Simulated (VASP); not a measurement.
# TaF3 (Pm-3m) in VASP: further runs

Runs on TaF3. Level: PBE. Tasks: single point.

Everything below comes from runs of VASP 6.6.1. Logs are shortened: lines on timing, memory, paths and dates and some standing lists are left out, and cuts for length are marked.

### Step 1. The cell of the first run

Symmetry: Pm-3m, No. 221, cubic system. The conventional cell has a = 3.938 Å, b = 3.938 Å, c = 3.938 Å, α = 90.00°, β = 90.00°, γ = 90.00°. Within 2.6 Å of Ta (site symmetry m-3m) lie 6 F at 1.97 Å. F (site symmetry 4/mmm) has 2 Ta at 1.97 Å within 2.6 Å.

### Step 2. Single point, PBE

INCAR reads:

```
  PREC = Accurate
  ENCUT = 520
  EDIFF = 1E-6
  ISMEAR = -1
  SIGMA = 0.05
  LREAL = F
  LASPH = T
  NELM = 80
  ALGO = Normal
  ISIF = 2
  LWAVE = F
  LCHARG = F
  GGA = PE
  NBANDS = 24
```

KPOINTS reads:

```
regular mesh
0
Gamma
  7 7 7
```

POSCAR reads:

```
TaF3
1.0
    3.9383459937      0.0000000000      0.0000000000
    0.0000000000      3.9383459937      0.0000000000
    0.0000000000      0.0000000000      3.9383459937
Ta F
1 3
Direct
    0.0000000000      0.0000000000      0.0000000000
    0.0000000000      0.0000000000      0.5000000000
    0.0000000000      0.5000000000      0.0000000000
    0.5000000000      0.0000000000      0.0000000000
```

Potentials or basis: VASP PAW PBE potentials, release 64 (Ta_pv, F).

On the command line:

```bash
> cat potpaw_PBE.64/Ta_pv/POTCAR potpaw_PBE.64/F/POTCAR > POTCAR
> mpirun -np 1 vasp_std > vasp.out
```

OUTCAR:

```text
PREC = Accurate
   ENCUT = 520
   EDIFF = 1E-6
   ISMEAR = -1
   LREAL = F
   LASPH = T
   NELM = 80
   ISIF = 2
   GGA = PE

 ion  position               nearest neighbor table
   1  0.000  0.000  0.000-   2 1.97   3 1.97   4 1.97   2 1.97   3 1.97   4 1.97
   2  0.000  0.000  0.500-   1 1.97   1 1.97
   3  0.000  0.500  0.000-   1 1.97   1 1.97
   4  0.500  0.000  0.000-   1 1.97   1 1.97

  LATTYP: Found a simple cubic cell.
 ALAT       =     3.9383459937

  Lattice vectors:

 A1 = (   3.9383459937,   0.0000000000,   0.0000000000)
 A2 = (   0.0000000000,   3.9383459937,   0.0000000000)
 A3 = (   0.0000000000,   0.0000000000,   3.9383459937)

Analysis of symmetry for initial positions (statically):
=====================================================================
 Subroutine PRICEL returns:
 Original cell was already a primitive cell.

 Routine SETGRP: Setting up the symmetry group for a
 simple cubic supercell.

 Subroutine GETGRP returns: Found 48 space group operations
 (whereof 48 operations were pure point group operations)
 out of a pool of 48 trial point group operations.

The static configuration has the point symmetry O_h .

Analysis of symmetry for dynamics (positions and initial velocities):
=====================================================================
 Subroutine PRICEL returns:
 Original cell was already a primitive cell.

 Routine SETGRP: Setting up the symmetry group for a
 simple cubic supercell.

 Subroutine GETGRP returns: Found 48 space group operations
 (whereof 48 operations were pure point group operations)
 out of a pool of 48 trial point group operations.

The dynamic configuration has the point symmetry O_h .

 Subroutine INISYM returns: Found 48 space group operations
 (whereof 48 operations are pure point group operations),
 and found     1 'primitive' translations

----------------------------------------------------------------------------------------

                                     Primitive cell

  volume of cell :      61.0860

  direct lattice vectors                    reciprocal lattice vectors
     3.938345994  0.000000000  0.000000000     0.253913699  0.000000000  0.000000000
     0.000000000  3.938345994  0.000000000     0.000000000  0.253913699  0.000000000
     0.000000000  0.000000000  3.938345994     0.000000000  0.000000000  0.253913699

  length of vectors
[... 80 lines left out ...]
   NELM   =     80;   NELMIN=  2; NELMDL= -5     # of ELM steps
   EDIFF  = 0.1E-05   stopping-criterion for ELM
   LREAL  =      F    real-space projection
   EDIFFG = 0.1E-04   stopping-criterion for IOM
   NSW    =      0    number of steps for IOM
   IBRION =     -1    ionic relax: 0-MD 1-quasi-New 2-CG
   NFREE  =      0    steps in history (QN), initial steepest desc. (CG)
   ISIF   =      2    stress and relaxation
   ISYM   =      2    0-nonsym 1-usesym 2-fastsym
   POTIM  = 0.5000    time-step for ionic-motion
   TEBEG  =    0.0;   TEEND  =   0.0 temperature during run
   PSTRESS=    0.0 pullay stress
   NELECT =      32.0000    total number of electrons
   NUPDOWN=      -1.0000    fix difference up-down
   EMIN   =  10.00;   EMAX   =-10.00  energy-range for DOS
   EFERMI =   0.00;   METHOD = LEGACY
   ISMEAR =    -1;   SIGMA  =   0.05  broadening in eV -4-tet -1-fermi 0-gaus
   EFERMI_NEDOS =   21; number of points for ismear=-14 and -15
   IALGO  =     38    algorithm
   IMIX   =      4    mixing-type and parameters
     AMIX     =   0.40;   BMIX     =  1.00
     AMIX_MAG =   1.60;   BMIX_MAG =  1.00
  volume/ion in A,a.u.               =      15.27       103.06
  Fermi-wavevector in a.u.,A,eV,Ry     =   1.319707  2.493885 23.696279  1.741627
  Thomas-Fermi vector in A             =   2.449586
   LORBIT       =      0    0 simple, 1 ext, 2 COOP (PROOUT), +10 PAW based schemes
   GGA     = PE    functional components
   LHFCALC =     F    Hartree Fock is set to
   AEXX    =    0.0000 exact exchange contribution
   IVDW    =     0    specifies the selected vdW correction
   LEPSILON=     F    determine dielectric tensor
   LRPA    =     F    only Hartree local field effects (RPA)
 non-spin polarized calculation
  energy-cutoff  :      520.00
  volume of cell :       61.09
 maximum number of plane-waves:      1663
 NGX is ok and might be reduce to    30
   NGX = 15   NGY = 15   NGZ = 15

 number of electron      31.9999971 magnetization

 Free energy of the ion-electron system (eV)
  ---------------------------------------------------
  ext. energy  EPLUGINS =         0.00000000
  ---------------------------------------------------
  free energy    TOTEN  =       -26.26250481 eV

  energy without entropy =      -26.22900876  energy(sigma->0) =      -26.24575679

 E-fermi :   4.6769     XC(G=0):  -8.9025

 val. band max:        4.6589003675   @ k =   0.2857   0.1429   0.1429
 cond. band min:       4.6861842774   @ k =   0.2857   0.2857   0.1429
 fundamental gap:      0.0272839098
 Fermi energy:         4.6769338883

 k-point     1 :       0.0000    0.0000    0.0000
  band No.  band energies     occupation
      1     -32.3459      2.00000
      2     -32.3459      2.00000
      3     -32.3459      2.00000
      4     -24.1723      2.00000
      5     -23.8493      2.00000
      6     -23.8493      2.00000
[... 529 lines left out ...]
     23      12.0397      0.00000
     24      12.0397      0.00000

------------------------ aborting loop because EDIFF is reached ----------------------------------------

  FORCE on cell =-STRESS in cart. coord.  units (eV):
  Direction    XX          YY          ZZ          XY          YZ          ZX
  --------------------------------------------------------------------------------------
  -------------------------------------------------------------------------------------
  Total        7.7606426      7.7606426      7.7606426     -0.0000000      0.0000000      0.0000000
  in kB      203.5479179    203.5479179    203.5479179     -0.0000000      0.0000000      0.0000000
  external PRESSURE =     203.5479179 kB  Pullay stress =       0.0000000 kB

 VOLUME and BASIS-vectors are now :
 -----------------------------------------------------------------------------
  energy-cutoff  :      520.00
  volume of cell :       61.09
      direct lattice vectors                 reciprocal lattice vectors
     3.938345994  0.000000000  0.000000000     0.253913699  0.000000000  0.000000000
     0.000000000  3.938345994  0.000000000     0.000000000  0.253913699  0.000000000
     0.000000000  0.000000000  3.938345994     0.000000000  0.000000000  0.253913699

 POSITION                                       TOTAL-FORCE (eV/Angst)
 -----------------------------------------------------------------------------------
      0.00000      0.00000      0.00000         0.000000      0.000000      0.000000
      0.00000      0.00000      1.96917         0.000000      0.000000      0.000000
      0.00000      1.96917      0.00000         0.000000      0.000000      0.000000
      1.96917      0.00000      0.00000         0.000000      0.000000      0.000000
 -----------------------------------------------------------------------------------
    total drift:                               -0.000000      0.000000      0.000000

  FREE ENERGIE OF THE ION-ELECTRON SYSTEM (eV)
  ---------------------------------------------------
  free  energy   TOTEN  =       -26.2625048123 eV

  energy  without entropy=      -26.2290087593  energy(sigma->0) =      -26.24575679
```

stdout:

```text
POSCAR found type information on POSCAR TaF
 POSCAR found :  2 types and       4 ions
 scaLAPACK will be used
 LDA part: xc-table for (Slater+PW92), standard interpolation
 POSCAR, INCAR and KPOINTS ok, starting setup
 FFT: planning ... GRIDC
 FFT: planning ... GRID_SOFT
 FFT: planning ... GRID
 WAVECAR not read
 entering main loop
```

Run time: 13 s. Hardware: 1 thread of AMD EPYC 9R45 (Zen 5), shared host; peak memory 0.15 GiB.

What came out:

```yaml
Free_energy: -26.2625 eV
Pressure: 20.4 GPa
Band_gap_on_the_k_mesh: zero (band 16 reaches 6.19 eV, above the bottom of band 17 at 3.50 eV)
```

Levels at points of the mesh, in eV from the Fermi level:
| k point | band 12 | band 13 | band 14 | band 15 | band 16 | band 17 | band 18 | band 19 | band 20 | band 21 |
| --- | --- | --- | --- | --- | --- | --- | --- | --- | --- | --- |
| (0.00, 0.00, 0.00) | -9.04 | -9.03 | -9.03 | -9.03 | -1.18 | -1.18 | -1.18 | -0.42 | 2.47 | 2.47 |

Caveat: spin-orbit coupling is left out, which moves the levels of the heavy elements.

(Part 1 of 2 ends here.)
